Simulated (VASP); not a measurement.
# Al (I4/mmm) in VASP: a series of runs, part 2 of 2

VASP 6.6.1.

## Step 3: Single point, PBE (volume 17.379 Å^3 an atom, c/a of the conventional cell 1.1612)

Input file INCAR:

```
ALGO = Normal
EDIFF = 1E-6
ENCUT = 520
GGA = PE
ISIF = 2
ISMEAR = 0
LASPH = T
LCHARG = F
LREAL = F
LWAVE = F
NBANDS = 8
NELM = 80
PREC = Accurate
SIGMA = 0.15
```

Input file KPOINTS:

```
k-points
0
Gamma
  22 22 22
```

Input file POSCAR:

```
Al
1.0
   -1.5524558382      1.5524558382      1.8027117193
    1.5524558382     -1.5524558382      1.8027117193
    1.5524558382      1.5524558382     -1.8027117193
Al
1
Direct
    0.0000000000      0.0000000000      0.0000000000
```

Potentials or basis: VASP PAW PBE potentials, release 64 (Al).

Started as:

```sh
$ cat potpaw_PBE.64/Al/POTCAR > POTCAR
$ mpirun -np 1 vasp_std > vasp.out
```

OUTCAR:

```text
EDIFF = 1E-6
   ENCUT = 520
   GGA = PE
   ISIF = 2
   ISMEAR = 0
   LASPH = T
   LREAL = F
   NELM = 80
   PREC = Accurate

 ion  position               nearest neighbor table
   1  0.000  0.000  0.000-

  LATTYP: Found a body centered tetragonal cell.
 ALAT       =     3.1049116764
 C/A-ratio  =     1.1612000000

  Lattice vectors:

 A1 = (  -1.5524558382,   1.5524558382,   1.8027117193)
 A2 = (   1.5524558382,  -1.5524558382,   1.8027117193)
 A3 = (   1.5524558382,   1.5524558382,  -1.8027117193)

Analysis of symmetry for initial positions (statically):
=====================================================================
 Subroutine PRICEL returns:
 Original cell was already a primitive cell.

 Routine SETGRP: Setting up the symmetry group for a
 body centered tetragonal supercell.

 Subroutine GETGRP returns: Found 16 space group operations
 (whereof 16 operations were pure point group operations)
 out of a pool of 16 trial point group operations.

The static configuration has the point symmetry D_4h.

Analysis of symmetry for dynamics (positions and initial velocities):
=====================================================================
 Subroutine PRICEL returns:
 Original cell was already a primitive cell.

 Routine SETGRP: Setting up the symmetry group for a
 body centered tetragonal supercell.

 Subroutine GETGRP returns: Found 16 space group operations
 (whereof 16 operations were pure point group operations)
 out of a pool of 16 trial point group operations.

The dynamic configuration has the point symmetry D_4h.

 Subroutine INISYM returns: Found 16 space group operations
 (whereof 16 operations are pure point group operations),
 and found     1 'primitive' translations

----------------------------------------------------------------------------------------

                                     Primitive cell

[... 103 lines left out ...]
   ISMEAR =     0;   SIGMA  =   0.15  broadening in eV -4-tet -1-fermi 0-gaus
   EFERMI_NEDOS =   21; number of points for ismear=-14 and -15
   IALGO  =     38    algorithm
   IMIX   =      4    mixing-type and parameters
     AMIX     =   0.40;   BMIX     =  1.00
     AMIX_MAG =   1.60;   BMIX_MAG =  1.00
  volume/ion in A,a.u.               =      17.38       117.28
  Fermi-wavevector in a.u.,A,eV,Ry     =   0.911536  1.722553 11.305043  0.830897
  Thomas-Fermi vector in A             =   2.035826
   LORBIT       =      0    0 simple, 1 ext, 2 COOP (PROOUT), +10 PAW based schemes
   GGA     = PE    functional components
   LHFCALC =     F    Hartree Fock is set to
   AEXX    =    0.0000 exact exchange contribution
   IVDW    =     0    specifies the selected vdW correction
   LEPSILON=     F    determine dielectric tensor
   LRPA    =     F    only Hartree local field effects (RPA)
 non-spin polarized calculation
 Gauss-broadening in eV      SIGMA  =   0.15
  energy-cutoff  :      520.00
  volume of cell :       17.38
 maximum number of plane-waves:       488
 NGX is ok and might be reduce to    24
   NGX = 11   NGY = 11   NGZ = 11

 number of electron       3.0000000 magnetization

 Free energy of the ion-electron system (eV)
  ---------------------------------------------------
  ext. energy  EPLUGINS =         0.00000000
  ---------------------------------------------------
  free energy    TOTEN  =        -3.68289239 eV

  energy without entropy =       -3.67785657  energy(sigma->0) =       -3.68037448

 E-fermi :   7.4330     XC(G=0): -10.0122

 val. band max:        7.4259524127   @ k =  -0.2727  -0.4545   0.2727
 cond. band min:       7.4364614947   @ k =   0.2727   0.2727   0.0909
 fundamental gap:      0.0105090820
 Fermi energy:         7.4329824807

 k-point     1 :       0.0000    0.0000    0.0000
  band No.  band energies     occupation
      1      -3.3091      2.00000
      2      19.6842      0.00000
      3      19.6842      0.00000
      4      20.8262      0.00000
      5      21.3234      0.00000
      6      21.3234      0.00000
      7      21.5508      0.00000
      8      22.8100      0.00000
[... 243 lines left out ...]
 k-point    24 :      -0.4545    0.0455    0.0000
  band No.  band energies     occupation
      1       1.7191      2.00000
      2       5.0456      2.00000
      3      15.7917      0.00000
      4      16.3916      0.00000
      5      19.0195      0.00000
      6      19.5765      0.00000
      7      23.2405      0.00000
      8      27.2771      0.00000

 [... further k-points ...]
[... 5 lines left out ...]
  --------------------------------------------------------------------------------------
  -------------------------------------------------------------------------------------
  Total       -0.4747198     -0.4747198      0.2284128      0.0000000      0.0000000      0.0000000
  in kB      -43.7646172    -43.7646172     21.0574695      0.0000000      0.0000000      0.0000000
  external PRESSURE =     -22.1572550 kB  Pullay stress =       0.0000000 kB

 VOLUME and BASIS-vectors are now :
 -----------------------------------------------------------------------------
  energy-cutoff  :      520.00
  volume of cell :       17.38
      direct lattice vectors                 reciprocal lattice vectors
    -1.552455838  1.552455838  1.802711719     0.000000000  0.322070353  0.277359932
     1.552455838 -1.552455838  1.802711719     0.322070353  0.000000000  0.277359932
     1.552455838  1.552455838 -1.802711719     0.322070353  0.322070353  0.000000000

 POSITION                                       TOTAL-FORCE (eV/Angst)
 -----------------------------------------------------------------------------------
      0.00000      0.00000      0.00000        -0.000000      0.000000      0.000000
 -----------------------------------------------------------------------------------
    total drift:                                0.000000     -0.000000      0.000000

  FREE ENERGIE OF THE ION-ELECTRON SYSTEM (eV)
  ---------------------------------------------------
  free  energy   TOTEN  =        -3.6828923940 eV

  energy  without entropy=       -3.6778565672  energy(sigma->0) =       -3.68037448
```

stdout:

```text
POSCAR found type information on POSCAR Al
 POSCAR found :  1 types and       1 ions
 scaLAPACK will be used
 LDA part: xc-table for (Slater+PW92), standard interpolation
 POSCAR, INCAR and KPOINTS ok, starting setup
 FFT: planning ... GRIDC
 FFT: planning ... GRID_SOFT
 FFT: planning ... GRID
 WAVECAR not read
 entering main loop
```

It took 41 s on 1 thread of Intel Xeon Platinum 8375C at 2.90GHz (Ice Lake), shared host; peak memory 0.21 GiB.

What came out:

- Free energy: -3.6829 eV
- Pressure: -2.2 GPa

## Step 4: Single point, PBE (volume 17.379 Å^3 an atom, c/a of the conventional cell 1.3484)

Input file INCAR:

```
  PREC = Accurate
  ENCUT = 520
  EDIFF = 1E-6
  ISMEAR = 0
  SIGMA = 0.15
  LREAL = F
  LASPH = T
  NELM = 100
  ALGO = Normal
  ISIF = 2
  LWAVE = F
  LCHARG = T
  GGA = PE
  LELF = T
  LVHAR = T
  NBANDS = 8
```

Input file KPOINTS:

```
Automatic mesh
0
Gamma
  22 22 22
```

Input file POSCAR:

```
Al
1.0
   -1.4770051718      1.4770051718      1.9915937736
    1.4770051718     -1.4770051718      1.9915937736
    1.4770051718      1.4770051718     -1.9915937736
Al
1
Direct
    0.0000000000      0.0000000000      0.0000000000
```

Started as:

```sh
$ cat potpaw_PBE.64/Al/POTCAR > POTCAR
$ mpirun -np 1 vasp_std > vasp.out
```

Run time: 40 s. Hardware: 1 thread of Intel Xeon Platinum 8375C at 2.90GHz (Ice Lake), shared host; peak memory 0.21 GiB.

Results (log left out):

* Free energy: -3.7349 eV
* Pressure: -3.5 GPa

Stress tensor (GPa, compression positive):
```
-4.22  0.00  0.00
 0.00 -4.22  0.00
 0.00  0.00 -2.10
```

Levels at points of the mesh, in eV from the Fermi level:
```tsv
k point	band 1	band 2	band 3	band 4	band 5	band 6
(0.00, 0.00, 0.00)	-10.78	12.20	12.20	12.69	13.36	13.51
(0.50, 0.00, 0.00)	-4.38	-4.30	10.33	10.72	11.27	11.63
(0.50, 0.50, 0.00)	-3.01	-1.91	5.45	5.50	5.82	8.90
(0.50, 0.50, 0.50)	-2.34	-0.94	4.81	4.81	4.90	8.01
```

## Step 5: Overview

```csv
cell,gap on the mesh (eV),pressure (GPa)
"a = 2.805 Å, angles 107.5, 107.5, 113.5°, 1 atom",none,-0.1
"a = 2.841 Å, angles 113.7, 113.7, 101.2°, 1 atom",none,-2.2
"a = 2.886 Å, angles 118.4, 118.4, 92.7°, 1 atom",none,-3.5
```

Alike in all rows: task single point; level PBE; potentials or basis VASP PAW PBE potentials, release 64 (Al); no spin polarisation; k mesh 22 × 22 × 22; cutoff (eV) 520; smearing gaussian 0.15 eV.

Absolute energies hang on the potentials; compare differences alone.
